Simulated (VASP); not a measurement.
Input of a VASP 6.6.1 run:

File INCAR:

```
  PREC = Accurate
  ENCUT = 600
  EDIFF = 1E-6
  ISMEAR = 0
  SIGMA = 0.1
  LREAL = F
  LASPH = T
  NELM = 200
  ALGO = Normal
  ISIF = 2
  LWAVE = F
  LCHARG = F
  ISPIN = 2
  MAGMOM = 0 0 0 0 0 0 0 0 0 0 0 0 0.88 2.29 0 0.6 0.21 0
  LORBIT = 11
  LMAXMIX = 4
  GGA = PS
  ISYM = 0
  NBANDS = 96
  GGA_COMPAT = F
  KPAR = 4
```

KPOINTS

```
Automatic mesh
0
Gamma
  4 4 3
```

File POSCAR:

```
VCrMo3WO12
1.0
   -0.0341895257     -4.7150692287      2.8455564425
   -4.7151387734     -0.0341919279      2.8455591572
   -4.7504187283     -4.7503449140     -2.8466382043
O V Cr Mo W
12 1 1 3 1
Direct
    0.2404727075      0.2420974447      0.4881035225
    0.5699067398      0.5715347955      0.1345355779
    0.8976879249      0.8993227902      0.8006855352
    0.0872066879      0.0888551747      0.1874032448
    0.4284383831      0.4300959211      0.8698528298
    0.7733587008      0.7750157447      0.5228127789
    0.6202225852      0.0465330896      0.1576987403
    0.9641478569      0.3651613780      0.8346140360
    0.3114578676      0.7082644885      0.4965689557
    0.0449017457      0.6218723497      0.1577045782
    0.3635223774      0.9658090769      0.8346157208
    0.7066112632      0.3131090185      0.4965804699
    0.6703255559      0.6719561515      0.3264845964
    0.3407844170      0.3424061461      0.6693500225
    0.3113432471      0.3129867341      0.1961592455
    0.6565491491      0.6581948015      0.8306108418
    0.0168917743      0.0185137048      0.4847388064
    0.9861876896      0.9878373997      0.0012911418
```

Potentials or basis: VASP PAW PBE potentials, release 64 (O, V_sv, Cr_pv, Mo_sv, W_sv).

Launch:

```sh
$ cat potpaw_PBE.64/O/POTCAR potpaw_PBE.64/V_sv/POTCAR potpaw_PBE.64/Cr_pv/POTCAR potpaw_PBE.64/Mo_sv/POTCAR potpaw_PBE.64/W_sv/POTCAR > POTCAR
$ mpirun -np 4 vasp_std > vasp.out
```

Q: Estimate the net moment.

A: -3.42 μB per cell.

Q: What does it give for the pressure?

A: 0.3 GPa.

Forces in eV/Å, atoms in the order of the input:
```
O   -0.022 -0.022  0.014
O   -0.118 -0.118  0.060
O    0.032  0.032 -0.076
O   -0.144 -0.144 -0.032
O   -0.046 -0.046  0.046
O    0.053  0.053 -0.005
O   -0.205  0.101 -0.168
O   -0.030  0.047  0.141
O   -0.016  0.010  0.083
O    0.101 -0.204 -0.168
O    0.047 -0.030  0.141
O    0.011 -0.017  0.084
V    0.082  0.083  0.080
Cr  -0.014 -0.013  0.058
Mo   0.084  0.084  0.017
Mo   0.087  0.087  0.000
Mo   0.026  0.027 -0.108
W    0.071  0.071 -0.166
```

Caveat: the PAW data sets were made with another functional, which shifts forces and pressure a little; a cell with one magnetic atom can't hold antiferromagnetic order, which such compounds often take.
